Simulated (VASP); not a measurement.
# WC (Fm-3m) in VASP: further runs

WC is run at these levels: revPBE+D3(BJ), PBE; tasks: relaxation of cell and atoms, single point.

All numbers are computed with VASP 6.6.1; they aren't measurements. Logs are shortened: lines on timing, memory, paths and dates and some standing lists are left out, and cuts for length are marked.

### Step 1. The cell of the first run

The structure is cubic, space group Fm-3m (No. 225). Conventional cell: a = 4.385 Å, b = 4.385 Å, c = 4.385 Å, α = 90.00°, β = 90.00°, γ = 90.00°. Within 2.9 Å of W (site symmetry m-3m) lie 6 C at 2.19 Å. Within 2.9 Å of C (site symmetry m-3m) lie 6 W at 2.19 Å.

### Step 2. Relaxation of cell and atoms, revPBE+D3(BJ)

INCAR reads:

```
  ALGO = Normal
  EDIFF = 1E-6
  EDIFFG = -0.01
  ENCUT = 600
  GGA = RE
  IBRION = 2
  ISIF = 3
  ISMEAR = -1
  IVDW = 12
  LASPH = True
  LCHARG = False
  LREAL = False
  LWAVE = False
  NELM = 60
  NSW = 60
  PREC = Accurate
  SIGMA = 0.05
```

KPOINTS reads:

```
k-points
0
Gamma
  10 10 10
```

POSCAR reads:

```
WC
1.0
    0.0000000000      2.1926840000      2.1926840000
    2.1926840000      0.0000000000      2.1926840000
    2.1926840000      2.1926840000      0.0000000000
W C
1 1
Direct
    0.0000000000      0.0000000000      0.0000000000
    0.5000000000      0.5000000000      0.5000000000
```

Potentials or basis: VASP PAW PBE potentials, release 64 (W_sv, C).

Run with:

```
> cat potpaw_PBE.64/W_sv/POTCAR potpaw_PBE.64/C/POTCAR > POTCAR
> mpirun -np 1 vasp_std > vasp.out
```

OUTCAR:

```text
EDIFF = 1E-6
   EDIFFG = -0.01
   ENCUT = 600
   GGA = RE
   IBRION = 2
   ISIF = 3
   ISMEAR = -1
   IVDW = 12
   LASPH = True
   LREAL = False
   NELM = 60
   NSW = 60
   PREC = Accurate
 IVDW          = 12

 ion  position               nearest neighbor table
   1  0.000  0.000  0.000-   2 2.19   2 2.19   2 2.19   2 2.19   2 2.19   2 2.19
   2  0.500  0.500  0.500-   1 2.19   1 2.19   1 2.19   1 2.19   1 2.19   1 2.19

  LATTYP: Found a face centered cubic cell.
 ALAT       =     4.3853680000

  Lattice vectors:

 A1 = (   0.0000000000,   2.1926840000,   2.1926840000)
 A2 = (   2.1926840000,   0.0000000000,   2.1926840000)
 A3 = (   2.1926840000,   2.1926840000,   0.0000000000)

Analysis of symmetry for initial positions (statically):
=====================================================================
 Subroutine PRICEL returns:
 Original cell was already a primitive cell.

 Routine SETGRP: Setting up the symmetry group for a
 face centered cubic supercell.

 Subroutine GETGRP returns: Found 48 space group operations
 (whereof 48 operations were pure point group operations)
 out of a pool of 48 trial point group operations.

The static configuration has the point symmetry O_h .

Analysis of symmetry for dynamics (positions and initial velocities):
=====================================================================
 Subroutine PRICEL returns:
 Original cell was already a primitive cell.

 Routine SETGRP: Setting up the symmetry group for a
 face centered cubic supercell.

 Subroutine GETGRP returns: Found 48 space group operations
 (whereof 48 operations were pure point group operations)
 out of a pool of 48 trial point group operations.

The dynamic configuration has the point symmetry O_h .

 Subroutine INISYM returns: Found 48 space group operations
 (whereof 48 operations are pure point group operations),
 and found     1 'primitive' translations

----------------------------------------------------------------------------------------

                                     Primitive cell

  volume of cell :      21.0842

  direct lattice vectors                    reciprocal lattice vectors
     0.000000000  2.192684000  2.192684000    -0.228031034  0.228031034  0.228031034
     2.192684000  0.000000000  2.192684000     0.228031034 -0.228031034  0.228031034
     2.192684000  2.192684000  0.000000000     0.228031034  0.228031034 -0.228031034

  length of vectors
     3.100923451  3.100923451  3.100923451     0.394961337  0.394961337  0.394961337

  position of ions in fractional coordinates (direct lattice)
     0.000000000  0.000000000  0.000000000
     0.500000000  0.500000000  0.500000000

  ion indices of the primitive-cell ions
   primitive index   ion index
                 1           1
                 2           2

----------------------------------------------------------------------------------------

 KPOINTS: k-points

Automatic generation of k-mesh.
 Grid dimensions read from file:
 generate k-points for:   10   10   10

 Generating k-lattice:

  Cartesian coordinates                     Fractional coordinates (reciprocal lattice)
    -0.022803103  0.022803103  0.022803103     0.100000000  0.000000000  0.000000000
     0.022803103 -0.022803103  0.022803103     0.000000000  0.100000000  0.000000000
     0.022803103  0.022803103 -0.022803103     0.000000000  0.000000000  0.100000000

  Length of vectors
     0.039496134  0.039496134  0.039496134

  Shift w.r.t. Gamma in fractional coordinates (k-lattice)
     0.000000000  0.000000000  0.000000000

 Subroutine IBZKPT returns following result:
 ===========================================

 Found     47 irreducible k-points:

 Following reciprocal coordinates:
            Coordinates               Weight
  0.000000  0.000000  0.000000      1.000000
  0.100000  0.000000  0.000000      8.000000
  0.200000  0.000000  0.000000      8.000000
  0.300000  0.000000  0.000000      8.000000
  0.400000  0.000000  0.000000      8.000000
  0.500000  0.000000  0.000000      4.000000
[... 16 lines left out ...]
  0.300000  0.300000  0.000000      6.000000
  0.400000  0.300000  0.000000     24.000000
 [... further k-points ...]
   k-points           NKPTS =     47   k-points in BZ     NKDIM =     47   number of bands    NBANDS=     13
   number of dos      NEDOS =    301   number of ions     NIONS =      2
   total plane-waves  NPLWV =  21952
   dimension x,y,z NGX =    28 NGY =   28 NGZ =   28
   dimension x,y,z NGXF=    56 NGYF=   56 NGZF=   56
   ions per type =               1   1
   NGX,Y,Z   is equivalent  to a cutoff of  15.01, 15.01, 15.01 a.u.
   NGXF,Y,Z  is equivalent  to a cutoff of  30.02, 30.02, 30.02 a.u.
 SYSTEM =  unknown system
   PREC   = accura    normal or accurate (medium, high low for compatibility)
   ISTART =      0    job   : 0-new  1-cont  2-samecut
   ICHARG =      2    charge: 1-file 2-atom 10-const
   ISPIN  =      1    spin polarized calculation?
   LNONCOLLINEAR =      F non collinear calculations
   LSORBIT =      F    spin-orbit coupling
   LASPH  =      T    aspherical Exc in radial PAW
   ENCUT  =  600.0 eV  44.10 Ry    6.64 a.u.   6.19  6.19  6.19*2*pi/ulx,y,z
   NELM   =     60;   NELMIN=  2; NELMDL= -5     # of ELM steps
   EDIFF  = 0.1E-05   stopping-criterion for ELM
   LREAL  =      F    real-space projection
   EDIFFG = -.1E-01   stopping-criterion for IOM
   NSW    =     60    number of steps for IOM
   IBRION =      2    ionic relax: 0-MD 1-quasi-New 2-CG
   NFREE  =      1    steps in history (QN), initial steepest desc. (CG)
   ISIF   =      3    stress and relaxation
   ISYM   =      2    0-nonsym 1-usesym 2-fastsym
   POTIM  = 0.5000    time-step for ionic-motion
   TEBEG  =    0.0;   TEEND  =   0.0 temperature during run
   PSTRESS=    0.0 pullay stress
   NELECT =      18.0000    total number of electrons
   NUPDOWN=      -1.0000    fix difference up-down
   EMIN   =  10.00;   EMAX   =-10.00  energy-range for DOS
   EFERMI =   0.00;   METHOD = LEGACY
   ISMEAR =    -1;   SIGMA  =   0.05  broadening in eV -4-tet -1-fermi 0-gaus
   EFERMI_NEDOS =   21; number of points for ismear=-14 and -15
   IALGO  =     38    algorithm
   IMIX   =      4    mixing-type and parameters
     AMIX     =   0.40;   BMIX     =  1.00
     AMIX_MAG =   1.60;   BMIX_MAG =  1.00
  volume/ion in A,a.u.               =      10.54        71.14
  Fermi-wavevector in a.u.,A,eV,Ry     =   1.553029  2.934800 32.815887  2.411900
  Thomas-Fermi vector in A             =   2.657319
   LORBIT       =      0    0 simple, 1 ext, 2 COOP (PROOUT), +10 PAW based schemes
   GGA     = RE    functional components
   LHFCALC =     F    Hartree Fock is set to
   AEXX    =    0.0000 exact exchange contribution
   IVDW    =    12    specifies the selected vdW correction
   LEPSILON=     F    determine dielectric tensor
   LRPA    =     F    only Hartree local field effects (RPA)
 conjugate gradient relaxation of ions
 non-spin polarized calculation
  energy-cutoff  :      600.00
  volume of cell :       21.08
 maximum number of plane-waves:       725
 NGX is ok and might be reduce to    28
   NGX = 13   NGY = 13   NGZ = 13

--------------------------------------- Ionic step        1  -------------------------------------------

 number of electron      18.0000001 magnetization

 Free energy of the ion-electron system (eV)
  ---------------------------------------------------
  ext. energy  EPLUGINS =         0.00000000
  ---------------------------------------------------
  free energy    TOTEN  =       -20.71999904 eV

  energy without entropy =      -20.71349637  energy(sigma->0) =      -20.71674770

------------------------ aborting loop because EDIFF is reached ----------------------------------------

 Edisp (eV)   -1.70152

 E8    (eV) :    -1.2090

  FORCE on cell =-STRESS in cart. coord.  units (eV):
  Direction    XX          YY          ZZ          XY          YZ          ZX
  --------------------------------------------------------------------------------------
  -------------------------------------------------------------------------------------
  Total      -1.48999    -1.48999    -1.48999    -0.00000    -0.00000     0.00000
  in kB    -113.22322  -113.22322  -113.22322    -0.00000    -0.00000     0.00000
  external pressure =     -113.22 kB  Pullay stress =        0.00 kB
[... 101 lines left out ...]
  energy  without entropy=      -22.4387396500  energy(sigma->0) =      -22.44188038

--------------------------------------- Ionic step        4  -------------------------------------------

 number of electron      18.0000001 magnetization

 Free energy of the ion-electron system (eV)
  ---------------------------------------------------
  ext. energy  EPLUGINS =         0.00000000
  ---------------------------------------------------
  free energy    TOTEN  =       -20.68684608 eV

  energy without entropy =      -20.68057058  energy(sigma->0) =      -20.68370833

 E-fermi :  13.0066     XC(G=0): -13.8546

 val. band max:       12.9180275142   @ k =   0.3000   0.2000   0.1000
 cond. band min:      13.0181428279   @ k =  -0.1000   0.1000   0.0000
 fundamental gap:      0.1001153137
 Fermi energy:        13.0066262598

 k-point     1 :       0.0000    0.0000    0.0000
  band No.  band energies     occupation
      1     -62.4861      2.00000
      2     -26.4745      2.00000
      3     -26.4745      2.00000
      4     -26.4745      2.00000
      5      -3.1677      2.00000
      6      10.0933      2.00000
      7      10.0933      2.00000
      8      10.0933      2.00000
      9      11.8221      2.00000
     10      11.8221      2.00000
     11      11.8221      2.00000
     12      11.9658      2.00000
     13      11.9658      2.00000
[... 353 lines left out ...]
 k-point    24 :       0.4000    0.3000    0.0000
  band No.  band energies     occupation
      1     -62.4401      2.00000
      2     -26.9569      2.00000
      3     -26.6722      2.00000
      4     -26.6523      2.00000
      5      -0.6775      2.00000
      6       5.7121      2.00000
      7       7.2390      2.00000
      8       9.1790      2.00000
      9      10.0796      2.00000
     10      14.0525      0.00000
     11      15.5214      0.00000
     12      15.8421      0.00000
     13      19.5530      0.00000

 [... further k-points ...]

------------------------ aborting loop because EDIFF is reached ----------------------------------------

 Edisp (eV)   -1.75820

 E8    (eV) :    -1.2497

  FORCE on cell =-STRESS in cart. coord.  units (eV):
  Direction    XX          YY          ZZ          XY          YZ          ZX
  --------------------------------------------------------------------------------------
  -------------------------------------------------------------------------------------
  Total      -0.00782    -0.00782    -0.00782    -0.00000    -0.00000     0.00000
  in kB      -0.61296    -0.61296    -0.61296    -0.00000    -0.00000     0.00000
  external pressure =       -0.61 kB  Pullay stress =        0.00 kB
[... 17 lines left out ...]
  FREE ENERGIE OF THE ION-ELECTRON SYSTEM (eV)
  ---------------------------------------------------
  free  energy   TOTEN  =       -22.4450411249 eV

  energy  without entropy=      -22.4387656287  energy(sigma->0) =      -22.44190338

 reached required accuracy - stopping structural energy minimisation
```

Wall time 30 s (1 thread of AMD EPYC 9R45 (Zen 5), shared host); peak memory 0.16 GiB.

What came out:

| Quantity | Value |
| --- | --- |
| Free energy | -22.4450 eV |
| Relaxed volume | 10.22 Å³/atom |
| Relaxed cell | a = 3.069 Å, b = 3.069 Å, c = 3.069 Å, α = 60.00°, β = 60.00°, γ = 60.00° |
| Space group after relaxing (to 0.05 Å) | Fm-3m (No. 225) |
| Energy gained by relaxing | 11.8 meV/atom |
| Ionic steps | 4 |
| Pressure after relaxing | -0.1 GPa |
| Dispersion energy per atom | -0.879 eV |

The path:
| step | energy change (eV) | largest force (eV/Å) | pressure (GPa) | volume (Å³) |
| --- | --- | --- | --- | --- |
| 1 | 0.0000 | 0.0000 | -11.32 | 21.08 |
| 2 | 0.1398 | 0.0000 | 36.32 | 18.89 |
| 3 | -0.0235 | 0.0000 | -0.32 | 20.46 |
| 4 | -0.0235 | 0.0000 | -0.06 | 20.44 |

Final structure:
```
W C
1.0
     0.00000    2.17016    2.17016
     2.17016    0.00000    2.17016
     2.17016    2.17016    0.00000
W C
1 1
Direct
  0.00000 0.00000 0.00000
  0.50000 0.50000 0.50000
```

Levels at points of the mesh, in eV from the Fermi level:
| k point | band 7 | band 8 | band 9 | band 10 | band 11 | band 12 |
| --- | --- | --- | --- | --- | --- | --- |
| (0.00, 0.00, 0.00) | -2.91 | -2.91 | -1.18 | -1.18 | -1.18 | -1.04 |
| (0.50, 0.00, 0.00) | -6.86 | -6.86 | 1.07 | 1.07 | 2.42 | 4.89 |
| (0.50, 0.50, 0.00) | -5.74 | -2.62 | -2.62 | 0.86 | 2.35 | 2.35 |

Caveat: the bands computed are all filled at some k points, so no gap is given; the PAW data sets were made with another functional, which shifts forces and pressure a little; spin-orbit coupling is left out, which moves the levels of the heavy elements.

### Step 3. Single point, PBE

This run uses another cell than the first one, of 9.91 Å³/atom, 0.940 times its volume.

INCAR reads:

```
SYSTEM = WC
ALGO = Normal
EDIFF = 1E-6
ENCUT = 520
GGA = PE
ISIF = 2
ISMEAR = -1
LASPH = .True.
LCHARG = .False.
LREAL = .False.
LWAVE = .False.
NBANDS = 16
NELM = 60
PREC = Accurate
SIGMA = 0.05
```

KPOINTS reads:

```
k-points
0
Gamma
  10 10 10
  0 0 0
```

POSCAR reads:

```
WC
1.0
    0.0000000000      2.1479227872      2.1479227872
    2.1479227872      0.0000000000      2.1479227872
    2.1479227872      2.1479227872      0.0000000000
W C
1 1
Direct
    0.0000000000      0.0000000000      0.0000000000
    0.5000000000      0.5000000000      0.5000000000
```

Potentials or basis: VASP PAW PBE potentials, release 64 (W_sv, C).

Run with:

```
> cat potpaw_PBE.64/W_sv/POTCAR potpaw_PBE.64/C/POTCAR > POTCAR
> mpirun -np 1 vasp_std > vasp.out
```

It took 9.4 s on 1 thread of Intel Xeon 6975P-C (Granite Rapids), shared host; peak memory 0.15 GiB.

It converged, with:

| Quantity | Value |
| --- | --- |
| Free energy | -21.4798 eV |
| Pressure | 25.1 GPa |
| Band gap on the k mesh | zero (band 9 reaches 14.55 eV, above the bottom of band 10 at 11.06 eV) |

Levels at points of the mesh, in eV from the Fermi level:
```
           k point  band 7  band 8  band 9  band 10  band 11  band 12
(0.00, 0.00, 0.00)   -3.04   -3.04   -1.25    -1.25    -1.25    -1.07
(0.50, 0.00, 0.00)   -7.09   -7.09    1.13     1.13     2.54     4.95
(0.50, 0.50, 0.00)   -5.80   -2.66   -2.66     0.92     2.48     2.48
```

Caveat: spin-orbit coupling is left out, which moves the levels of the heavy elements.
